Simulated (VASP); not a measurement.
# SrY4 in VASP: notebook, part 2 of 2

VASP 6.6.1.

## 3. Single point, PBE

Input file INCAR:

```
PREC     = Accurate       # precision mode
ENCUT    = 520            # plane-wave cutoff, eV
EDIFF    = 1E-6           # SCF threshold, eV
ISMEAR   = -1             # smearing method
SIGMA    = 0.05           # smearing width, eV
LREAL    = Auto         
LASPH    = T              # aspherical terms in the spheres
NELM     = 80             # most SCF steps
ALGO     = Normal         # electronic algorithm
ISIF     = 2              # what is computed and relaxed
LWAVE    = F              # write WAVECAR
LCHARG   = T              # write CHGCAR
GGA      = PE             # functional
LELF     = T              # ELF
LVHAR    = T            
NBANDS   = 124            # bands
ISYM     = 0
```

Input file KPOINTS:

```
Automatic mesh
0
Gamma
  1 1 1
  0.25 0.25 0.25
```

Input file POSCAR:

```
SrY4
1.0
    8.8840720000      0.1002130000     -0.0465070000
    0.1002130000      9.6010150000      0.2621380000
   -0.0465070000      0.2621380000      8.8911790000
Y Sr
16 4
Direct
    0.0615751175      0.9858200453      0.1838166546
    0.6055289095      0.5316652954      0.9468511044
    0.8611709554      0.3539385784      0.6957666387
    0.7465211597      0.1343335287      0.0102070307
    0.9599283997      0.6955899662      0.4777597918
    0.7718876263      0.0992886430      0.4009989959
    0.7171974356      0.8334491318      0.7479109365
    0.9654796317      0.6364431146      0.9933222170
    0.4413207553      0.2401740402      0.1847017996
    0.2976907210      0.5670867254      0.2476457534
    0.1156203643      0.2925805233      0.4159806796
    0.7236729583      0.7974180923      0.2057179677
    0.0968371423      0.3096437891      1.0040741730
    0.0510242326      0.0393309425      0.7212984745
    0.5895508011      0.5813428450      0.5286489214
    0.7881714075      0.4348558680      0.2717815309
    0.3905997138      0.9199293611      0.4306633775
    0.2458069549      0.5625843242      0.7471767259
    0.4698449182      0.2052319833      0.6812521687
    0.3829085374      0.8927873443      0.9673794036
```

Potentials or basis: VASP PAW PBE potentials, release 64 (Y_sv, Sr_sv).

Run with:

```sh
$ cat potpaw_PBE.64/Y_sv/POTCAR potpaw_PBE.64/Sr_sv/POTCAR > POTCAR
$ mpirun -np 1 vasp_std > vasp.out
```

OUTCAR:

```text
PREC = Accurate
   ENCUT = 520
   EDIFF = 1E-6
   ISMEAR = -1
   LREAL = Auto
   LASPH = T
   NELM = 80
   ISIF = 2
   GGA = PE
   ISYM = 0

 ion  position               nearest neighbor table
   1  0.062  0.986  0.184-   4 3.43   6 3.43  13 3.44  12 3.54  20 3.59  17 3.66  11 3.73   5 3.84
                             8 3.95  14 4.12   9 4.21
   2  0.606  0.532  0.947-  16 3.37   8 3.40   7 3.48  18 3.64   3 3.66  12 3.69  15 3.72   9 3.74
                            10 3.87  20 3.97   4 4.00  19 4.22
   3  0.861  0.354  0.696-  14 3.42  13 3.43  11 3.45  15 3.48   4 3.58   2 3.66   6 3.78  19 3.79
                             5 3.84  16 3.85   8 4.01  18 4.03
   4  0.747  0.134  0.010-   9 3.31   1 3.43   6 3.48  13 3.57   3 3.58  12 3.60  19 3.82   7 3.83
                            16 3.83  14 3.88   2 4.00  20 4.05
   5  0.960  0.696  0.478-  12 3.28  15 3.52   7 3.54  16 3.55  18 3.64   3 3.84   1 3.84  10 3.87
                            14 4.14  11 4.15   6 4.21  17 4.44
   6  0.772  0.099  0.401-  16 3.37   1 3.43   4 3.48  12 3.50  11 3.61   9 3.68  14 3.77   3 3.78
                            17 3.84  19 3.84   7 3.93   5 4.21
   7  0.717  0.833  0.748-  15 3.40   2 3.48   8 3.53   5 3.54  14 3.60  20 3.62   4 3.83   6 3.93
                            17 4.07  12 4.07  19 4.16
   8  0.965  0.636  0.993-  12 3.29  13 3.32   2 3.40  18 3.42  16 3.47   7 3.53  10 3.73   1 3.95
                             3 4.01  20 4.50
   9  0.441  0.240  0.185-   4 3.31  10 3.44  13 3.48  11 3.61   6 3.68  17 3.71  16 3.74   2 3.74
[... 9 lines left out ...]
  14  0.051  0.039  0.721-   3 3.42  11 3.60   7 3.60  13 3.74   6 3.77  20 3.85   4 3.88  19 4.09
                             1 4.12   5 4.14  17 4.18
  15  0.590  0.581  0.529-  16 3.26   7 3.40   3 3.48   5 3.52  10 3.59  18 3.64  12 3.67  17 3.72
                             2 3.72  19 3.96
  16  0.788  0.435  0.272-  15 3.26   6 3.37   2 3.37  11 3.40   8 3.47  12 3.53   5 3.55   9 3.74
                             4 3.83   3 3.85  13 3.87
  17  0.391  0.920  0.431-   1 3.66  19 3.70   9 3.71  15 3.72  12 3.79   6 3.84  10 3.94   7 4.07
                            20 4.14  14 4.18  11 4.28   5 4.44  18 4.53  20 4.77
  18  0.246  0.563  0.747-   8 3.42  13 3.53   5 3.64   2 3.64  15 3.64  19 4.01  20 4.03   3 4.03
                            11 4.20  10 4.47  10 4.47  17 4.53
  19  0.470  0.205  0.681-  17 3.70   3 3.79   4 3.82   6 3.84  20 3.92  15 3.96  11 3.96  18 4.01
                            14 4.09   7 4.16   2 4.22   9 4.41   9 4.52  13 4.54
  20  0.383  0.893  0.967-   1 3.59   7 3.62  12 3.75  14 3.85  19 3.92   2 3.97  10 3.98   9 3.99
                            18 4.03   4 4.05  17 4.14   8 4.50  13 4.72  17 4.77

IMPORTANT INFORMATION: All symmetrisations will be switched off!
NOSYMM: (Re-)initialisation of all symmetry stuff for point group C_1.

----------------------------------------------------------------------------------------

                                     Primitive cell

  volume of cell :     757.6600

  direct lattice vectors                    reciprocal lattice vectors
     8.884072000  0.100213000 -0.046507000     0.112577710 -0.001192095  0.000624006
     0.100213000  9.601015000  0.262138000    -0.001192095  0.104252188 -0.003079895
    -0.046507000  0.262138000  8.891179000     0.000624006 -0.003079895  0.112565092

  length of vectors
     8.884758908  9.605115721  8.895164037     0.112585751  0.104304485  0.112608947

  position of ions in fractional coordinates (direct lattice)
     0.061575117  0.985820045  0.183816655
     0.605528910  0.531665295  0.946851104
     0.861170955  0.353938578  0.695766639
     0.746521160  0.134333529  0.010207031
     0.959928400  0.695589966  0.477759792
     0.771887626  0.099288643  0.400998996
[... 12 lines left out ...]
     0.469844918  0.205231983  0.681252169
[... 58 lines left out ...]
   dimension x,y,z NGXF=   140 NGYF=  144 NGZF=  140
   ions per type =              16   4
   NGX,Y,Z   is equivalent  to a cutoff of  13.10, 12.46, 13.08 a.u.
   NGXF,Y,Z  is equivalent  to a cutoff of  26.20, 24.92, 26.17 a.u.
 SYSTEM =  unknown system
   PREC   = accura    normal or accurate (medium, high low for compatibility)
   ISTART =      0    job   : 0-new  1-cont  2-samecut
   ICHARG =      2    charge: 1-file 2-atom 10-const
   ISPIN  =      1    spin polarized calculation?
   LNONCOLLINEAR =      F non collinear calculations
   LSORBIT =      F    spin-orbit coupling
   LASPH  =      T    aspherical Exc in radial PAW
   ENCUT  =  520.0 eV  38.22 Ry    6.18 a.u.  16.52 17.86 16.54*2*pi/ulx,y,z
   NELM   =     80;   NELMIN=  2; NELMDL= -5     # of ELM steps
   EDIFF  = 0.1E-05   stopping-criterion for ELM
   LREAL  =      T    real-space projection
   EDIFFG = 0.1E-04   stopping-criterion for IOM
   NSW    =      0    number of steps for IOM
   IBRION =     -1    ionic relax: 0-MD 1-quasi-New 2-CG
   NFREE  =      0    steps in history (QN), initial steepest desc. (CG)
   ISIF   =      2    stress and relaxation
   ISYM   =      0    0-nonsym 1-usesym 2-fastsym
   POTIM  = 0.5000    time-step for ionic-motion
   TEBEG  =    0.0;   TEEND  =   0.0 temperature during run
   PSTRESS=    0.0 pullay stress
   NELECT =     216.0000    total number of electrons
   NUPDOWN=      -1.0000    fix difference up-down
   EMIN   =  10.00;   EMAX   =-10.00  energy-range for DOS
   EFERMI =   0.00;   METHOD = LEGACY
   ISMEAR =    -1;   SIGMA  =   0.05  broadening in eV -4-tet -1-fermi 0-gaus
   EFERMI_NEDOS =   21; number of points for ismear=-14 and -15
   IALGO  =     38    algorithm
   IMIX   =      4    mixing-type and parameters
     AMIX     =   0.40;   BMIX     =  1.00
     AMIX_MAG =   1.60;   BMIX_MAG =  1.00
  volume/ion in A,a.u.               =      37.88       255.65
  Fermi-wavevector in a.u.,A,eV,Ry     =   1.077460  2.036105 15.795286  1.160921
  Thomas-Fermi vector in A             =   2.213373
   LORBIT       =      0    0 simple, 1 ext, 2 COOP (PROOUT), +10 PAW based schemes
   GGA     = PE    functional components
   LHFCALC =     F    Hartree Fock is set to
   AEXX    =    0.0000 exact exchange contribution
   IVDW    =     0    specifies the selected vdW correction
   LEPSILON=     F    determine dielectric tensor
   LRPA    =     F    only Hartree local field effects (RPA)
 non-spin polarized calculation
  energy-cutoff  :      520.00
  volume of cell :      757.66
 maximum number of plane-waves:     20419
 NGX is ok and might be reduce to    70
   NGX = 33   NGY = 35   NGZ = 33

 number of electron     216.0000001 magnetization

 Free energy of the ion-electron system (eV)
  ---------------------------------------------------
  ext. energy  EPLUGINS =         0.00000000
  ---------------------------------------------------
  free energy    TOTEN  =      -105.24190448 eV

  energy without entropy =     -104.96607672  energy(sigma->0) =     -105.10399060

 E-fermi :   2.4298     XC(G=0):  -8.7815

 val. band max:        2.3995972274   @ k =   0.2500   0.2500   0.2500
 cond. band min:       2.4481604866   @ k =   0.2500   0.2500   0.2500
 fundamental gap:      0.0485632592
 Fermi energy:         2.4298085622

 k-point     1 :       0.2500    0.2500    0.2500
  band No.  band energies     occupation
      1     -40.8929      2.00000
      2     -40.8311      2.00000
      3     -40.6657      2.00000
      4     -40.6510      2.00000
      5     -40.5715      2.00000
      6     -40.5267      2.00000
[... 112 lines left out ...]
    119       3.0200      0.00001
    120       3.1054      0.00000
 [bands above 120 left out]

------------------------ aborting loop because EDIFF is reached ----------------------------------------

  FORCE on cell =-STRESS in cart. coord.  units (eV):
  Direction    XX          YY          ZZ          XY          YZ          ZX
  --------------------------------------------------------------------------------------
  -------------------------------------------------------------------------------------
  Total        0.7977082     -6.0951511     -8.5461812     -1.7267405     -1.1582294     -0.6251705
  in kB        1.6868648    -12.8890440    -18.0720878     -3.6514326     -2.4492370     -1.3220099
  external PRESSURE =      -9.7580890 kB  Pullay stress =       0.0000000 kB

 VOLUME and BASIS-vectors are now :
 -----------------------------------------------------------------------------
  energy-cutoff  :      520.00
  volume of cell :      757.66
      direct lattice vectors                 reciprocal lattice vectors
     8.884072000  0.100213000 -0.046507000     0.112577710 -0.001192095  0.000624006
     0.100213000  9.601015000  0.262138000    -0.001192095  0.104252188 -0.003079895
    -0.046507000  0.262138000  8.891179000     0.000624006 -0.003079895  0.112565092

 POSITION                                       TOTAL-FORCE (eV/Angst)
 -----------------------------------------------------------------------------------
      0.63728      9.51923      1.88990        -0.155416     -0.144717     -0.097557
      5.38881      5.41341      8.52983        -0.009304     -0.351042      0.201612
      7.65382      3.66686      6.23892        -0.064530      0.421220     -0.066547
      6.64513      1.36722      0.09125         0.590783      0.151709     -0.319729
      8.57556      6.89981      4.38555         0.238349      0.065947     -0.058045
      6.84881      1.13574      3.55548         0.388651     -0.294990      0.609565
[... 12 lines left out ...]
      4.16302      2.19610      6.08908        -0.100050      0.616849      0.197833
      3.44627      8.86362      8.81737        -0.090924     -0.117591      0.064045
 -----------------------------------------------------------------------------------
    total drift:                                0.000690      0.001457     -0.000800

  FREE ENERGIE OF THE ION-ELECTRON SYSTEM (eV)
  ---------------------------------------------------
  free  energy   TOTEN  =      -105.2419044769 eV

  energy  without entropy=     -104.9660767157  energy(sigma->0) =     -105.10399060
```

Run time: 11 min. Hardware: 1 thread of Intel Xeon 8259CL, shared host; peak memory 0.73 GiB.

Results:

```
Free energy   : -105.2419 eV
Pressure      : -1.0 GPa
Largest force : 0.781 eV/Å
```

Forces on the atoms (eV/Å):
```
Y   -0.155 -0.145 -0.098
Y   -0.009 -0.351  0.202
Y   -0.065  0.421 -0.067
Y    0.591  0.152 -0.320
Y    0.238  0.066 -0.058
Y    0.389 -0.295  0.610
Y    0.298  0.423  0.008
Y    0.042  0.561  0.087
Y   -0.178  0.269  0.204
Y   -0.326  0.106 -0.232
Y    0.221 -0.252 -0.155
Y   -0.637 -0.153 -0.202
Y    0.126 -0.291  0.555
Y   -0.451 -0.263  0.120
Y   -0.056 -0.210  0.013
Y    0.232 -0.213 -0.615
Sr  -0.297 -0.417  0.233
Sr   0.228  0.092 -0.546
Sr  -0.100  0.617  0.198
Sr  -0.091 -0.118  0.064
```

Caveat: the k points lie up to 0.71 Å⁻¹ apart; the atoms stand as in a frame of molecular dynamics.

## 4. Single point, PBE

This run uses another cell than the first one, of 36.26 Å³/atom.

Input file INCAR:

```
SYSTEM = SrY4
ALGO     = Normal         ! electronic algorithm
EDIFF    = 1E-6           ! SCF threshold, eV
ENCUT    = 520            ! plane-wave cutoff, eV
GGA      = PE             ! functional
ISIF     = 2              ! what is computed and relaxed
ISMEAR   = 0              ! smearing method
ISYM     = 0            
LASPH    = .True.         ! aspherical terms in the spheres
LCHARG   = .False.        ! write CHGCAR
LREAL    = Auto         
LWAVE    = .False.        ! write WAVECAR
NBANDS   = 124            ! bands
NELM     = 60             ! most SCF steps
PREC     = Accurate       ! precision mode
SIGMA    = 0.1            ! smearing width, eV
```

Input file KPOINTS:

```
Automatic mesh
0
Gamma
  2 2 2
  0.5 0.5 0.5
```

Input file POSCAR:

```
SrY4
1.0
    9.4267871671      0.1030824053     -0.1386234808
    0.1097719709      9.3062132965      0.2103293456
   -0.1442522456      0.2239295147      8.2742225733
Y Sr
16 4
Direct
    0.0392002669      0.9477677006      0.1862811679
    0.6050431107      0.5306616091      0.9584500525
    0.8759251083      0.3759555645      0.6839810135
    0.7712515601      0.1536833956      0.0085104200
    0.9403369382      0.7247840247      0.4980438165
    0.7813672577      0.0931357425      0.4297837761
    0.6886816668      0.8524981526      0.7510576757
    0.9541740026      0.6589073300      0.9409221195
    0.4697765126      0.2662844549      0.2243303900
    0.2364706941      0.5697022557      0.2296243400
    0.1421320404      0.2441740255      0.4324129785
    0.7041443638      0.8100131000      0.1852689288
    0.1258327594      0.2811952639      0.0080094523
    0.0213566500      0.0086469585      0.7479992569
    0.5923487631      0.5614629884      0.4766258892
    0.8662418058      0.4375190268      0.2581097838
    0.3680382464      0.9040016813      0.4520250552
    0.2549638658      0.5616358370      0.7086621663
    0.4832667708      0.2290448800      0.7078708611
    0.3617851196      0.9024202858      0.9749850744
```

Run with:

```sh
$ cat potpaw_PBE.64/Y_sv/POTCAR potpaw_PBE.64/Sr_sv/POTCAR > POTCAR
$ mpirun -np 1 vasp_std > vasp.out
```

Wall time 27 min (1 thread of Intel Xeon 8259CL, shared host); peak memory 0.78 GiB.

Results (log left out):

```
Free energy   : -107.0409 eV
Pressure      : -0.1 GPa
Largest force : 0.024 eV/Å
```

Forces in eV/Å, atoms in the order of the input:
```
Y    0.000  0.013  0.001
Y   -0.003  0.000  0.006
Y   -0.005 -0.010 -0.006
Y    0.012  0.011  0.003
Y   -0.021  0.004 -0.012
Y    0.005 -0.009 -0.015
Y    0.000 -0.007  0.004
Y   -0.002 -0.001  0.016
Y   -0.003 -0.001  0.004
Y   -0.006 -0.005 -0.003
Y    0.002  0.004 -0.006
Y   -0.009 -0.005  0.002
Y    0.013  0.001  0.004
Y    0.002  0.008  0.004
Y   -0.004 -0.001  0.003
Y    0.005  0.002 -0.009
Sr   0.002 -0.001 -0.001
Sr   0.014  0.009  0.008
Sr  -0.001 -0.004  0.000
Sr  -0.002 -0.005 -0.005
```

Levels at points of the mesh, in eV from the Fermi level:
| k point | band 106 | band 107 | band 108 | band 109 | band 110 | band 111 |
| --- | --- | --- | --- | --- | --- | --- |
| (0.25, 0.25, 0.25) | -0.11 | -0.09 | -0.03 | 0.03 | 0.04 | 0.17 |

Caveat: the k points lie up to 0.38 Å⁻¹ apart.

## 5. Overview

```tsv
cell	k mesh	smearing	pressure (GPa)	largest force (eV/Å)
a = 8.885, b = 9.605, c = 8.895 Å, angles 86.8, 90.6, 88.8°, 20 atoms, atomic positions A	1 × 1 × 1, shifted	fermi-dirac 0.05 eV	-0.9	1.09
a = 8.885, b = 9.605, c = 8.895 Å, angles 86.8, 90.6, 88.8°, 20 atoms, atomic positions B	1 × 1 × 1, shifted	fermi-dirac 0.05 eV	-1.0	0.78
a = 9.428, b = 9.309, c = 8.279 Å, angles 87.2, 91.8, 88.7°, 20 atoms, atomic positions C	2 × 2 × 2, shifted	gaussian 0.1 eV	-0.1	0.02
```

Alike in all rows: task single point; level PBE; potentials or basis VASP PAW PBE potentials, release 64 (Y_sv, Sr_sv); no spin polarisation; cutoff (eV) 520.

Caveats: all runs use coarse meshes; the atoms stand as in a frame of molecular dynamics (at least some runs).

Absolute energies hang on the potentials; compare differences alone.
